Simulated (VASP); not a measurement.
# HfSi (Fm-3m) in VASP: notebook

HfSi is run at these levels: LDA; tasks: single point.

All numbers are computed with VASP 6.6.1; they aren't measurements. Logs are shortened: lines on timing, memory, paths and dates and some standing lists are left out, and cuts for length are marked.

## 1. The cell of the first run

It takes space group Fm-3m (No. 225, cubic). The conventional cell has a = 5.254 Å, b = 5.254 Å, c = 5.254 Å, α = 90.00°, β = 90.00°, γ = 90.00°. Hf (site symmetry m-3m) has 6 Si at 2.63 Å within 3.5 Å. Si (site symmetry m-3m) has 6 Hf at 2.63 Å within 3.5 Å.

## 2. Single point, LDA

INCAR

```
ALGO = Normal
EDIFF = 1E-6
ENCUT = 500
GGA = CA
GGA_COMPAT = F
ISIF = 2
ISMEAR = 0
LASPH = T
LCHARG = T
LELF = T
LREAL = F
LVHAR = T
LWAVE = F
NBANDS = 14
NELM = 120
PREC = Accurate
SIGMA = 0.05
```

KPOINTS

```
k-points
0
Gamma
  6 6 6
```

POSCAR

```
HfSi
1.0
    0.0000000000      2.6271512701      2.6271512701
    2.6271512701      0.0000000000      2.6271512701
    2.6271512701      2.6271512701      0.0000000000
Hf Si
1 1
Direct
    0.0000000000      0.0000000000      0.0000000000
    0.5000000000      0.5000000000      0.5000000000
```

Potentials or basis: VASP PAW LDA potentials, release 64 (Hf_pv, Si).

On the command line:

```console
> cat potpaw_LDA.64/Hf_pv/POTCAR potpaw_LDA.64/Si/POTCAR > POTCAR
> mpirun -np 1 vasp_std > vasp.out
```

OUTCAR:

```text
EDIFF = 1E-6
   ENCUT = 500
   GGA = CA
   ISIF = 2
   ISMEAR = 0
   LASPH = T
   LREAL = F
   NELM = 120
   PREC = Accurate

 ion  position               nearest neighbor table
   1  0.000  0.000  0.000-   2 2.63   2 2.63   2 2.63   2 2.63   2 2.63   2 2.63
   2  0.500  0.500  0.500-   1 2.63   1 2.63   1 2.63   1 2.63   1 2.63   1 2.63

  LATTYP: Found a face centered cubic cell.
 ALAT       =     5.2543025402

  Lattice vectors:

 A1 = (   0.0000000000,   2.6271512701,   2.6271512701)
 A2 = (   2.6271512701,   0.0000000000,   2.6271512701)
 A3 = (   2.6271512701,   2.6271512701,   0.0000000000)

Analysis of symmetry for initial positions (statically):
=====================================================================
 Subroutine PRICEL returns:
 Original cell was already a primitive cell.

 Routine SETGRP: Setting up the symmetry group for a
 face centered cubic supercell.

 Subroutine GETGRP returns: Found 48 space group operations
 (whereof 48 operations were pure point group operations)
 out of a pool of 48 trial point group operations.

The static configuration has the point symmetry O_h .

Analysis of symmetry for dynamics (positions and initial velocities):
=====================================================================
 Subroutine PRICEL returns:
 Original cell was already a primitive cell.

 Routine SETGRP: Setting up the symmetry group for a
 face centered cubic supercell.

 Subroutine GETGRP returns: Found 48 space group operations
 (whereof 48 operations were pure point group operations)
 out of a pool of 48 trial point group operations.

The dynamic configuration has the point symmetry O_h .

 Subroutine INISYM returns: Found 48 space group operations
 (whereof 48 operations are pure point group operations),
 and found     1 'primitive' translations

----------------------------------------------------------------------------------------

                                     Primitive cell

  volume of cell :      36.2648

  direct lattice vectors                    reciprocal lattice vectors
     0.000000000  2.627151270  2.627151270    -0.190320217  0.190320217  0.190320217
     2.627151270  0.000000000  2.627151270     0.190320217 -0.190320217  0.190320217
     2.627151270  2.627151270  0.000000000     0.190320217  0.190320217 -0.190320217

  length of vectors
     3.715352957  3.715352957  3.715352957     0.329644286  0.329644286  0.329644286

  position of ions in fractional coordinates (direct lattice)
     0.000000000  0.000000000  0.000000000
     0.500000000  0.500000000  0.500000000

  ion indices of the primitive-cell ions
   primitive index   ion index
                 1           1
                 2           2

----------------------------------------------------------------------------------------

 KPOINTS: k-points

Automatic generation of k-mesh.
 Grid dimensions read from file:
 generate k-points for:    6    6    6

 Generating k-lattice:

  Cartesian coordinates                     Fractional coordinates (reciprocal lattice)
    -0.031720036  0.031720036  0.031720036     0.166666667  0.000000000  0.000000000
     0.031720036 -0.031720036  0.031720036     0.000000000  0.166666667  0.000000000
     0.031720036  0.031720036 -0.031720036     0.000000000  0.000000000  0.166666667

  Length of vectors
     0.054940714  0.054940714  0.054940714

  Shift w.r.t. Gamma in fractional coordinates (k-lattice)
     0.000000000  0.000000000  0.000000000

 Subroutine IBZKPT returns following result:
 ===========================================

 Found     16 irreducible k-points:

 Following reciprocal coordinates:
            Coordinates               Weight
  0.000000  0.000000  0.000000      1.000000
  0.166667  0.000000  0.000000      8.000000
  0.333333  0.000000  0.000000      8.000000
  0.500000  0.000000  0.000000      4.000000
  0.166667  0.166667  0.000000      6.000000
  0.333333  0.166667  0.000000     24.000000
[... 8 lines left out ...]
 -0.333333  0.333333  0.166667     24.000000
 -0.333333  0.500000  0.166667     12.000000
   k-points           NKPTS =     16   k-points in BZ     NKDIM =     16   number of bands    NBANDS=     14
   number of dos      NEDOS =    301   number of ions     NIONS =      2
   total plane-waves  NPLWV =  21952
   dimension x,y,z NGX =    28 NGY =   28 NGZ =   28
   dimension x,y,z NGXF=    56 NGYF=   56 NGZF=   56
   ions per type =               1   1
   NGX,Y,Z   is equivalent  to a cutoff of  12.53, 12.53, 12.53 a.u.
   NGXF,Y,Z  is equivalent  to a cutoff of  25.06, 25.06, 25.06 a.u.
 SYSTEM =  unknown system
   PREC   = accura    normal or accurate (medium, high low for compatibility)
   ISTART =      0    job   : 0-new  1-cont  2-samecut
   ICHARG =      2    charge: 1-file 2-atom 10-const
   ISPIN  =      1    spin polarized calculation?
   LNONCOLLINEAR =      F non collinear calculations
   LSORBIT =      F    spin-orbit coupling
   LASPH  =      T    aspherical Exc in radial PAW
   ENCUT  =  500.0 eV  36.75 Ry    6.06 a.u.   6.77  6.77  6.77*2*pi/ulx,y,z
   NELM   =    120;   NELMIN=  2; NELMDL= -5     # of ELM steps
   EDIFF  = 0.1E-05   stopping-criterion for ELM
   LREAL  =      F    real-space projection
   EDIFFG = 0.1E-04   stopping-criterion for IOM
   NSW    =      0    number of steps for IOM
   IBRION =     -1    ionic relax: 0-MD 1-quasi-New 2-CG
   NFREE  =      0    steps in history (QN), initial steepest desc. (CG)
   ISIF   =      2    stress and relaxation
   ISYM   =      2    0-nonsym 1-usesym 2-fastsym
   POTIM  = 0.5000    time-step for ionic-motion
   TEBEG  =    0.0;   TEEND  =   0.0 temperature during run
   PSTRESS=    0.0 pullay stress
   NELECT =      14.0000    total number of electrons
   NUPDOWN=      -1.0000    fix difference up-down
   EMIN   =  10.00;   EMAX   =-10.00  energy-range for DOS
   EFERMI =   0.00;   METHOD = LEGACY
   ISMEAR =     0;   SIGMA  =   0.05  broadening in eV -4-tet -1-fermi 0-gaus
   EFERMI_NEDOS =   21; number of points for ismear=-14 and -15
   IALGO  =     38    algorithm
   IMIX   =      4    mixing-type and parameters
     AMIX     =   0.40;   BMIX     =  1.00
     AMIX_MAG =   1.60;   BMIX_MAG =  1.00
  volume/ion in A,a.u.               =      18.13       122.36
  Fermi-wavevector in a.u.,A,eV,Ry     =   1.192035  2.252620 19.333172  1.420948
  Thomas-Fermi vector in A             =   2.328083
   LORBIT       =      0    0 simple, 1 ext, 2 COOP (PROOUT), +10 PAW based schemes
   GGA     = CA    functional components
   LHFCALC =     F    Hartree Fock is set to
   AEXX    =    0.0000 exact exchange contribution
   IVDW    =     0    specifies the selected vdW correction
   LEPSILON=     F    determine dielectric tensor
   LRPA    =     F    only Hartree local field effects (RPA)
 non-spin polarized calculation
 Gauss-broadening in eV      SIGMA  =   0.05
  energy-cutoff  :      500.00
  volume of cell :       36.26
 maximum number of plane-waves:       941
   NGX = 13   NGY = 13   NGZ = 13

 number of electron      13.9999999 magnetization

 Free energy of the ion-electron system (eV)
  ---------------------------------------------------
  ext. energy  EPLUGINS =         0.00000000
  ---------------------------------------------------
  free energy    TOTEN  =       -17.86825782 eV

  energy without entropy =      -17.86668106  energy(sigma->0) =      -17.86746944

 E-fermi :   6.4311     XC(G=0): -11.3661

 val. band max:        6.2786987590   @ k =   0.1667   0.1667   0.0000
 cond. band min:       6.4311834405   @ k =   0.3333   0.3333   0.0000
 fundamental gap:      0.1524846815
 Fermi energy:         6.4311140654

 k-point     1 :       0.0000    0.0000    0.0000
  band No.  band energies     occupation
      1     -23.8362      2.00000
      2     -23.8362      2.00000
      3     -23.8362      2.00000
      4      -4.0535      2.00000
      5       6.5276      0.00633
      6       6.5276      0.00633
      7       6.5276      0.00633
      8       7.3601      0.00000
      9       7.3601      0.00000
     10       9.0428      0.00000
     11       9.0428      0.00000
     12       9.0428      0.00000
     13      14.8789      0.00000
     14      14.9373      0.00000

 k-point     2 :       0.1667    0.0000    0.0000
  band No.  band energies     occupation
      1     -23.8881      2.00000
      2     -23.8428      2.00000
      3     -23.8427      2.00000
      4      -3.5116      2.00000
      5       5.1864      2.00000
      6       5.8398      2.00000
      7       5.8398      2.00000
      8       7.2107      0.00000
      9       7.2107      0.00000
     10       8.8912      0.00000
     11      11.0370      0.00000
     12      11.0370      0.00000
     13      15.9392      0.00000
     14      16.3359      0.00000

 k-point     3 :       0.3333    0.0000    0.0000
  band No.  band energies     occupation
      1     -23.9896      2.00000
      2     -23.8557      2.00000
      3     -23.8557      2.00000
      4      -2.0295      2.00000
      5       2.7418      2.00000
      6       4.6601      2.00000
      7       4.6601      2.00000
      8       8.5567      0.00000
      9       8.5568      0.00000
     10       9.1470      0.00000
     11      13.4429      0.00000
     12      13.7989      0.00000
     13      13.7989      0.00000
     14      16.5520      0.00000
[... 188 lines left out ...]
 k-point    15 :      -0.3333    0.3333    0.1667
  band No.  band energies     occupation
      1     -23.9904      2.00000
      2     -23.9378      2.00000
      3     -23.8918      2.00000
      4      -0.7033      2.00000
      5       2.2726      2.00000
      6       3.7246      2.00000
      7       4.5717      2.00000
      8       8.3839      0.00000
      9       9.1729      0.00000
     10      10.0455      0.00000
     11      11.5576      0.00000
     12      12.4016      0.00000
     13      15.0825      0.00000
     14      17.4546      0.00000

 k-point    16 :      -0.3333    0.5000    0.1667
  band No.  band energies     occupation
      1     -23.9895      2.00000
      2     -23.9358      2.00000
      3     -23.9119      2.00000
      4      -1.0061      2.00000
      5       3.4635      2.00000
      6       3.8130      2.00000
      7       4.3230      2.00000
      8       8.1536      0.00000
      9       8.9798      0.00000
     10      10.1140      0.00000
     11      10.6266      0.00000
     12      11.5273      0.00000
     13      16.0020      0.00000
     14      17.6369      0.00000

------------------------ aborting loop because EDIFF is reached ----------------------------------------

  FORCE on cell =-STRESS in cart. coord.  units (eV):
  Direction    XX          YY          ZZ          XY          YZ          ZX
  --------------------------------------------------------------------------------------
  -------------------------------------------------------------------------------------
  Total       -0.0199180     -0.0199180     -0.0199180     -0.0000000      0.0000000     -0.0000000
  in kB       -0.8799749     -0.8799749     -0.8799749     -0.0000000      0.0000000     -0.0000000
  external PRESSURE =      -0.8799749 kB  Pullay stress =       0.0000000 kB

 VOLUME and BASIS-vectors are now :
 -----------------------------------------------------------------------------
  energy-cutoff  :      500.00
  volume of cell :       36.26
      direct lattice vectors                 reciprocal lattice vectors
     0.000000000  2.627151270  2.627151270    -0.190320217  0.190320217  0.190320217
     2.627151270  0.000000000  2.627151270     0.190320217 -0.190320217  0.190320217
     2.627151270  2.627151270  0.000000000     0.190320217  0.190320217 -0.190320217

 POSITION                                       TOTAL-FORCE (eV/Angst)
 -----------------------------------------------------------------------------------
      0.00000      0.00000      0.00000         0.000000      0.000000     -0.000000
      2.62715      2.62715      2.62715         0.000000      0.000000      0.000000
 -----------------------------------------------------------------------------------
    total drift:                               -0.000000      0.000000      0.000000

  FREE ENERGIE OF THE ION-ELECTRON SYSTEM (eV)
  ---------------------------------------------------
  free  energy   TOTEN  =       -17.8682578181 eV

  energy  without entropy=      -17.8666810570  energy(sigma->0) =      -17.86746944
```

Wall time 9.5 s (1 thread of Intel Xeon 6975P-C, shared host); peak memory 0.14 GiB.

Results:

```yaml
Free_energy: -17.8683 eV
Pressure: -0.1 GPa
Band_gap_on_the_k_mesh: zero (band 7 reaches 6.79 eV, above the bottom of band 8 at 6.28 eV)
```

Caveat: spin-orbit coupling is left out, which moves the levels of the heavy elements.

## 3. Single point, LDA

This run uses another cell than the first one, of 19.90 Å³/atom, 1.098 times its volume.

INCAR

```
PREC = Accurate ; ENCUT = 500
EDIFF = 1E-6 ; ISMEAR = 0
SIGMA = 0.05 ; LREAL = False
LASPH = True ; NELM = 120
ALGO = Normal ; ISIF = 2
LWAVE = False ; LCHARG = True
LELF = True ; LVHAR = True
NBANDS = 14 ; GGA_COMPAT = False
```

KPOINTS

```
regular mesh
0
Gamma
  6 6 6
```

POSCAR

```
HfSi
1.0
    0.0000000000      2.7100000000      2.7100000000
    2.7100000000      0.0000000000      2.7100000000
    2.7100000000      2.7100000000      0.0000000000
Hf Si
1 1
Direct
    0.0000000000      0.0000000000      0.0000000000
    0.5000000000      0.5000000000      0.5000000000
```

Potentials or basis: VASP PAW LDA potentials, release 64 (Hf_pv, Si).

On the command line:

```console
> cat potpaw_LDA.64/Hf_pv/POTCAR potpaw_LDA.64/Si/POTCAR > POTCAR
> mpirun -np 1 vasp_std > vasp.out
```

OUTCAR:

```text
PREC = Accurate
   ENCUT = 500
   EDIFF = 1E-6
   ISMEAR = 0
   LREAL = False
   LASPH = True
   NELM = 120
   ISIF = 2

 ion  position               nearest neighbor table
   1  0.000  0.000  0.000-   2 2.71   2 2.71   2 2.71   2 2.71   2 2.71   2 2.71
   2  0.500  0.500  0.500-   1 2.71   1 2.71   1 2.71   1 2.71   1 2.71   1 2.71

  LATTYP: Found a face centered cubic cell.
 ALAT       =     5.4200000000

  Lattice vectors:

 A1 = (   0.0000000000,   2.7100000000,   2.7100000000)
 A2 = (   2.7100000000,   0.0000000000,   2.7100000000)
 A3 = (   2.7100000000,   2.7100000000,   0.0000000000)

Analysis of symmetry for initial positions (statically):
=====================================================================
 Subroutine PRICEL returns:
 Original cell was already a primitive cell.

 Routine SETGRP: Setting up the symmetry group for a
 face centered cubic supercell.

 Subroutine GETGRP returns: Found 48 space group operations
 (whereof 48 operations were pure point group operations)
 out of a pool of 48 trial point group operations.

The static configuration has the point symmetry O_h .

Analysis of symmetry for dynamics (positions and initial velocities):
[... 164 lines left out ...]
      6       5.8376      0.00000
      7       5.8376      0.00000
      8       6.5455      0.00000
      9       6.5455      0.00000
     10       7.9731      0.00000
     11       7.9731      0.00000
     12       7.9731      0.00000
     13      12.8684      0.00000
     14      14.0277      0.00000
[... 241 lines left out ...]
      1     -25.0591      2.00000
      2     -25.0235      2.00000
      3     -25.0074      2.00000
      4      -1.5835      2.00000
      5       2.7956      2.00000
      6       3.2483      2.00000
      7       3.5811      2.00000
      8       7.1989      0.00000
      9       7.8470      0.00000
     10       8.9585      0.00000
     11       9.3821      0.00000
     12      10.1629      0.00000
     13      14.0786      0.00000
     14      16.2515      0.00000

------------------------ aborting loop because EDIFF is reached ----------------------------------------

  FORCE on cell =-STRESS in cart. coord.  units (eV):
  Direction    XX          YY          ZZ          XY          YZ          ZX
  --------------------------------------------------------------------------------------
  -------------------------------------------------------------------------------------
  Total       -2.6061252     -2.6061252     -2.6061252     -0.0000000      0.0000000     -0.0000000
  in kB     -104.8981875   -104.8981875   -104.8981875     -0.0000000      0.0000000     -0.0000000
  external PRESSURE =    -104.8981875 kB  Pullay stress =       0.0000000 kB

 VOLUME and BASIS-vectors are now :
 -----------------------------------------------------------------------------
  energy-cutoff  :      500.00
  volume of cell :       39.81
      direct lattice vectors                 reciprocal lattice vectors
     0.000000000  2.710000000  2.710000000    -0.184501845  0.184501845  0.184501845
     2.710000000  0.000000000  2.710000000     0.184501845 -0.184501845  0.184501845
     2.710000000  2.710000000  0.000000000     0.184501845  0.184501845 -0.184501845

 POSITION                                       TOTAL-FORCE (eV/Angst)
 -----------------------------------------------------------------------------------
      0.00000      0.00000      0.00000        -0.000000     -0.000000     -0.000000
      2.71000      2.71000      2.71000         0.000000      0.000000      0.000000
 -----------------------------------------------------------------------------------
    total drift:                               -0.000000      0.000000      0.000000

  FREE ENERGIE OF THE ION-ELECTRON SYSTEM (eV)
  ---------------------------------------------------
  free  energy   TOTEN  =       -17.7426639638 eV

  energy  without entropy=      -17.7405646086  energy(sigma->0) =      -17.74161429
```

stdout:

```text
POSCAR found type information on POSCAR HfSi
 POSCAR found :  2 types and       2 ions
 scaLAPACK will be used
 LDA part: xc-table for (Slater(with rela. corr.)+CA(PZ))
 , standard interpolation
 POSCAR, INCAR and KPOINTS ok, starting setup
 FFT: planning ... GRIDC
 FFT: planning ... GRID_SOFT
 FFT: planning ... GRID
 WAVECAR not read
 entering main loop
```

It took 9 s on 1 thread of Intel Xeon 6975P-C, shared host; peak memory 0.14 GiB.

What came out:

```yaml
Free_energy: -17.7427 eV
Pressure: -10.5 GPa
Band_gap_on_the_k_mesh: zero (band 7 reaches 5.84 eV, above the bottom of band 8 at 5.53 eV)
```

Caveat: spin-orbit coupling is left out, which moves the levels of the heavy elements.

[end of part 1 of 2]
